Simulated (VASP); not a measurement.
# Ag (P6_3/mmc) in VASP: a series of runs, part 2 of 2

VASP 6.6.1. Earlier steps stand in the parts before.

## (4) Single point, LDA (volume scaled by 1.04)

Input file INCAR:

```
PREC = Accurate ; ENCUT = 520
EDIFF = 1E-7 ; ISMEAR = -1
SIGMA = 0.05 ; LREAL = F
LASPH = T ; NELM = 60
ALGO = Fast ; ISIF = 2
LWAVE = F ; LCHARG = F
GGA = CA ; NBANDS = 18
```

Input file KPOINTS:

```
regular mesh
0
Gamma
  10 10 6
```

Input file POSCAR:

```
Ag
1.0
    2.9685570532      0.0000000000      0.0000000000
   -1.4842785266      2.5708458207      0.0000000000
    0.0000000000      0.0000000000      4.8530335443
Ag
2
Direct
    0.6666666667      0.3333333333      0.7500000000
    0.3333333333      0.6666666667      0.2500000000
```

Potentials or basis: VASP PAW LDA potentials, release 64 (Ag).

The run is started by

```sh
$ cat potpaw_LDA.64/Ag/POTCAR > POTCAR
$ mpirun -np 1 vasp_std > vasp.out
```

OUTCAR:

```text
PREC = Accurate
   ENCUT = 520
   EDIFF = 1E-7
   ISMEAR = -1
   LREAL = F
   LASPH = T
   NELM = 60
   ISIF = 2
   GGA = CA

 ion  position               nearest neighbor table
   1  0.667  0.333  0.750-   2 2.97   2 2.97   2 2.97   2 2.97   2 2.97   2 2.97
   2  0.333  0.667  0.250-   1 2.97   1 2.97   1 2.97   1 2.97   1 2.97   1 2.97

  LATTYP: Found a hexagonal cell.
 ALAT       =     2.9685570532
 C/A-ratio  =     1.6348122867

  Lattice vectors:

 A1 = (   2.9685570532,   0.0000000000,   0.0000000000)
 A2 = (  -1.4842785266,   2.5708458207,   0.0000000000)
 A3 = (   0.0000000000,   0.0000000000,   4.8530335443)

Analysis of symmetry for initial positions (statically):
=====================================================================
 Subroutine PRICEL returns:
 Original cell was already a primitive cell.

 Routine SETGRP: Setting up the symmetry group for a
 hexagonal supercell.

 Subroutine GETGRP returns: Found 24 space group operations
 (whereof 12 operations were pure point group operations)
 out of a pool of 24 trial point group operations.

The static configuration has the point symmetry D_3d.
 The point group associated with its full space group is D_6h.

Analysis of symmetry for dynamics (positions and initial velocities):
=====================================================================
 Subroutine PRICEL returns:
 Original cell was already a primitive cell.

 Routine SETGRP: Setting up the symmetry group for a
 hexagonal supercell.

 Subroutine GETGRP returns: Found 24 space group operations
 (whereof 12 operations were pure point group operations)
 out of a pool of 24 trial point group operations.

[... 106 lines left out ...]
   NFREE  =      0    steps in history (QN), initial steepest desc. (CG)
   ISIF   =      2    stress and relaxation
   ISYM   =      2    0-nonsym 1-usesym 2-fastsym
   POTIM  = 0.5000    time-step for ionic-motion
   TEBEG  =    0.0;   TEEND  =   0.0 temperature during run
   PSTRESS=    0.0 pullay stress
   NELECT =      22.0000    total number of electrons
   NUPDOWN=      -1.0000    fix difference up-down
   EMIN   =  10.00;   EMAX   =-10.00  energy-range for DOS
   EFERMI =   0.00;   METHOD = LEGACY
   ISMEAR =    -1;   SIGMA  =   0.05  broadening in eV -4-tet -1-fermi 0-gaus
   EFERMI_NEDOS =   21; number of points for ismear=-14 and -15
   IALGO  =     68    algorithm
   IMIX   =      4    mixing-type and parameters
     AMIX     =   0.40;   BMIX     =  1.00
     AMIX_MAG =   1.60;   BMIX_MAG =  1.00
  volume/ion in A,a.u.               =      18.52       124.97
  Fermi-wavevector in a.u.,A,eV,Ry     =   1.376166  2.600577 25.767159  1.893833
  Thomas-Fermi vector in A             =   2.501435
   LORBIT       =      0    0 simple, 1 ext, 2 COOP (PROOUT), +10 PAW based schemes
   GGA     = CA    functional components
   LHFCALC =     F    Hartree Fock is set to
   AEXX    =    0.0000 exact exchange contribution
   IVDW    =     0    specifies the selected vdW correction
   LEPSILON=     F    determine dielectric tensor
   LRPA    =     F    only Hartree local field effects (RPA)
 non-spin polarized calculation
 RMM-DIIS sequential band-by-band and
  energy-cutoff  :      520.00
  volume of cell :       37.04
 maximum number of plane-waves:      1038
 NGX is ok and might be reduce to    24
   NGX = 11   NGY = 11   NGZ = 19

 number of electron      21.9999992 magnetization

 Free energy of the ion-electron system (eV)
  ---------------------------------------------------
  ext. energy  EPLUGINS =         0.00000000
  ---------------------------------------------------
  free energy    TOTEN  =        -7.31355505 eV

  energy without entropy =       -7.30834064  energy(sigma->0) =       -7.31094784

 E-fermi :   7.0043     XC(G=0): -12.1026

 val. band max:        6.8177981538   @ k =   0.0000   0.0000   0.0000
 cond. band min:       7.0322085755   @ k =   0.3000   0.2000   0.3333
 fundamental gap:      0.2144104217
 Fermi energy:         7.0043190291

 k-point     1 :       0.0000    0.0000    0.0000
  band No.  band energies     occupation
      1      -0.2028      2.00000
      2       1.1364      2.00000
      3       2.5430      2.00000
      4       2.6369      2.00000
      5       2.6369      2.00000
      6       2.8427      2.00000
[... 481 lines left out ...]
      5       2.5782      2.00000
      6       3.1164      2.00000
[... 10 lines left out ...]
     17      18.8102      0.00000
     18      20.8284      0.00000

 [... further k-points ...]
[... 5 lines left out ...]
  --------------------------------------------------------------------------------------
  -------------------------------------------------------------------------------------
  Total       -2.9163887     -2.9163887     -3.0569700     -0.0000000      0.0000000      0.0000000
  in kB     -126.1598781   -126.1598781   -132.2412754     -0.0000000      0.0000000      0.0000000
  external PRESSURE =    -128.1870106 kB  Pullay stress =       0.0000000 kB

 VOLUME and BASIS-vectors are now :
 -----------------------------------------------------------------------------
  energy-cutoff  :      520.00
  volume of cell :       37.04
      direct lattice vectors                 reciprocal lattice vectors
     2.968557053  0.000000000  0.000000000     0.336863999  0.194488520  0.000000000
    -1.484278527  2.570845821  0.000000000     0.000000000  0.388977041  0.000000000
     0.000000000  0.000000000  4.853033544     0.000000000  0.000000000  0.206056684

 POSITION                                       TOTAL-FORCE (eV/Angst)
 -----------------------------------------------------------------------------------
      1.48428      0.85695      3.63978        -0.000000      0.000000      0.000000
     -0.00000      1.71390      1.21326         0.000000     -0.000000      0.000000
 -----------------------------------------------------------------------------------
    total drift:                               -0.000000      0.000000     -0.000000

  FREE ENERGIE OF THE ION-ELECTRON SYSTEM (eV)
  ---------------------------------------------------
  free  energy   TOTEN  =        -7.3135550453 eV

  energy  without entropy=       -7.3083406368  energy(sigma->0) =       -7.31094784
```

OSZICAR:

```text
N       E                     dE             d eps       ncg     rms          rms(c)
DAV:   1     0.124379592152E+03    0.12438E+03   -0.11560E+04  2016   0.120E+03
DAV:   2    -0.572234233567E+01   -0.13010E+03   -0.12331E+03  2106   0.264E+02
DAV:   3    -0.786417966807E+01   -0.21418E+01   -0.21347E+01  2342   0.382E+01
DAV:   4    -0.787079813838E+01   -0.66185E-02   -0.66179E-02  2242   0.210E+00
DAV:   5    -0.787085541974E+01   -0.57281E-04   -0.57281E-04  2240   0.208E-01    0.630E+00
RMM:   6    -0.733430693881E+01    0.53655E+00   -0.13765E+00  2020   0.930E+00    0.409E+00
RMM:   7    -0.732089457764E+01    0.13412E-01   -0.15677E-02  2104   0.121E+00    0.242E+00
RMM:   8    -0.731354069118E+01    0.73539E-02   -0.15014E-03  2168   0.416E-01    0.161E-01
RMM:   9    -0.731355790360E+01   -0.17212E-04   -0.20251E-04  2203   0.111E-01    0.469E-02
RMM:  10    -0.731355541636E+01    0.24872E-05   -0.34788E-05  2226   0.449E-02    0.243E-02
RMM:  11    -0.731355516925E+01    0.24711E-06   -0.87702E-06  2231   0.184E-02    0.131E-02
RMM:  12    -0.731355498486E+01    0.18439E-06   -0.31821E-06  2202   0.133E-02    0.228E-03
RMM:  13    -0.731355504534E+01   -0.60479E-07   -0.67219E-07  1812   0.479E-03
   1 F= -.73135550E+01 E0= -.73109478E+01  d E =-.521441E-02
```

stdout:

```text
POSCAR found type information on POSCAR Ag
 POSCAR found :  1 types and       2 ions
 scaLAPACK will be used
 LDA part: xc-table for (Slater(with rela. corr.)+CA(PZ))
 , standard interpolation
 POSCAR, INCAR and KPOINTS ok, starting setup
 FFT: planning ... GRIDC
 FFT: planning ... GRID_SOFT
 FFT: planning ... GRID
 WAVECAR not read
 entering main loop
```

It took 44 s on 1 thread of Intel Xeon 8259CL, shared host; peak memory 0.16 GiB.

What came out:

- Free energy: -7.3136 eV
- Pressure: -12.8 GPa
- Band gap on the k mesh: zero (band 11 reaches 9.97 eV, above the bottom of band 12 at 3.76 eV)

Levels at points of the mesh, in eV from the Fermi level:
```tsv
k point	band 8	band 9	band 10	band 11	band 12	band 13	band 14	band 15
(0.00, 0.00, 0.00)	-3.85	-3.85	-2.96	-2.96	-0.19	3.14	15.48	17.22
(0.50, 0.00, 0.00)	-2.85	-2.80	-2.72	0.16	1.37	6.47	6.78	8.60
(0.00, 0.00, 0.50)	-4.21	-3.24	-3.24	-3.24	-3.24	10.51	10.51	15.78
(0.50, 0.00, 0.50)	-3.00	-2.77	-2.77	0.86	0.86	4.13	4.13	12.90
```

## (5) Single point, LDA (volume scaled by 1.06)

Input file INCAR:

```
SYSTEM = Ag
  ALGO = Normal
  EDIFF = 1E-6
  ENCUT = 520
  ISIF = 2
  ISMEAR = -1
  LASPH = .True.
  LCHARG = .False.
  LREAL = .False.
  LWAVE = .False.
  NBANDS = 18
  NELM = 100
  PREC = Accurate
  SIGMA = 0.05
```

Input file KPOINTS:

```
k-points
0
Gamma
  10 10 6
  0 0 0
```

Input file POSCAR:

```
Ag
1.0
    2.9874655697      0.0000000000      0.0000000000
   -1.4937327848      2.5872210763      0.0000000000
    0.0000000000      0.0000000000      4.8839454194
Ag
2
Direct
    0.6666666667      0.3333333333      0.7500000000
    0.3333333333      0.6666666667      0.2500000000
```

The run is started by

```sh
$ cat potpaw_LDA.64/Ag/POTCAR > POTCAR
$ mpirun -np 1 vasp_std > vasp.out
```

It took 31 s on 1 thread of Intel Xeon 8259CL, shared host; peak memory 0.16 GiB.

Results (log left out):

```yaml
Free_energy: -7.2546 eV
Pressure: -13.8 GPa
Band_gap_on_the_k_mesh: zero (band 11 reaches 9.69 eV, above the bottom of band 12 at 3.54 eV)
```

Stress tensor (GPa, compression positive):
```
-13.60   0.00   0.00
  0.00 -13.60   0.00
  0.00   0.00 -14.22
```

Levels at points of the mesh, in eV from the Fermi level:
```tsv
k point	band 7	band 8	band 9	band 10	band 11	band 12	band 13	band 14	band 15	band 16
(0.00, 0.00, 0.00)	-4.11	-3.81	-3.81	-2.95	-2.95	-0.13	3.05	15.43	17.00	17.00
(0.50, 0.00, 0.00)	-3.50	-2.83	-2.79	-2.72	0.17	1.33	6.39	6.71	8.45	9.83
(0.00, 0.00, 0.50)	-4.14	-4.14	-3.22	-3.22	-3.22	-3.22	10.38	10.38	15.72	15.72
(0.50, 0.00, 0.50)	-2.98	-2.98	-2.76	-2.76	0.88	0.88	4.03	4.03	12.76	12.76
```

## (6) Single point, LDA

Input file INCAR:

```
PREC = Accurate
ENCUT = 520
EDIFF = 1E-6
ISMEAR = -1
SIGMA = 0.05
LREAL = False
LASPH = True
NELM = 60
ALGO = Normal
ISIF = 2
LWAVE = False
LCHARG = False
NBANDS = 18
```

Input file KPOINTS:

```
Automatic mesh
0
Gamma
  10 10 6
```

Input file POSCAR:

```
Ag
1.0
    2.9300000000      0.0000000000      0.0000000000
   -1.4650000000      2.5374544331      0.0000000000
    0.0000000000      0.0000000000      4.7900000000
Ag
2
Direct
    0.6666666667      0.3333333333      0.7500000000
    0.3333333333      0.6666666667      0.2500000000
```

Potentials or basis: VASP PAW LDA potentials, release 64 (Ag).

The run is started by

```sh
$ cat potpaw_LDA.64/Ag/POTCAR > POTCAR
$ mpirun -np 1 vasp_std > vasp.out
```

Run time: 16 s. Hardware: 1 thread of Intel Xeon Platinum 8259CL at 2.50GHz (Skylake/Cascade Lake), shared host; peak memory 0.15 GiB.

It converged, with:

```
Free energy            : -7.4165 eV
Pressure               : -10.3 GPa
Band gap on the k mesh : zero (band 11 reaches 10.57 eV, above the bottom of band 12 at 4.24 eV)
```

Stress tensor (GPa, compression positive):
```
-10.12   0.00   0.00
  0.00 -10.12   0.00
  0.00   0.00 -10.73
```

Levels at points of the mesh, in eV from the Fermi level:
```tsv
k point	band 7	band 8	band 9	band 10	band 11	band 12	band 13	band 14	band 15	band 16
(0.00, 0.00, 0.00)	-4.28	-3.95	-3.95	-3.00	-3.00	-0.30	3.33	15.59	17.39	17.67
(0.50, 0.00, 0.00)	-3.65	-2.87	-2.82	-2.74	0.13	1.45	6.63	6.94	8.94	10.20
(0.00, 0.00, 0.50)	-4.36	-4.36	-3.29	-3.29	-3.29	-3.29	10.79	10.79	15.90	15.90
(0.50, 0.00, 0.50)	-3.04	-3.04	-2.79	-2.79	0.80	0.80	4.33	4.33	13.20	13.20
```

## (7) Overview

```tsv
cell	gap on the mesh (eV)	pressure (GPa)
a = 2.930, b = 2.930, c = 4.790 Å, angles 90.0, 90.0, 120.0°, 2 atoms	none	-10.3
a = 2.949, b = 2.949, c = 4.822 Å, angles 90.0, 90.0, 120.0°, 2 atoms	none	-11.7
a = 2.969, b = 2.969, c = 4.853 Å, angles 90.0, 90.0, 120.0°, 2 atoms	none	-12.8
a = 2.987, b = 2.987, c = 4.884 Å, angles 90.0, 90.0, 120.0°, 2 atoms	none	-13.8
```

Alike in all rows: task single point; level LDA; potentials or basis VASP PAW LDA potentials, release 64 (Ag); no spin polarisation; k mesh 10 × 10 × 6; cutoff (eV) 520; smearing fermi-dirac 0.05 eV.

Absolute energies hang on the potentials; compare differences alone.
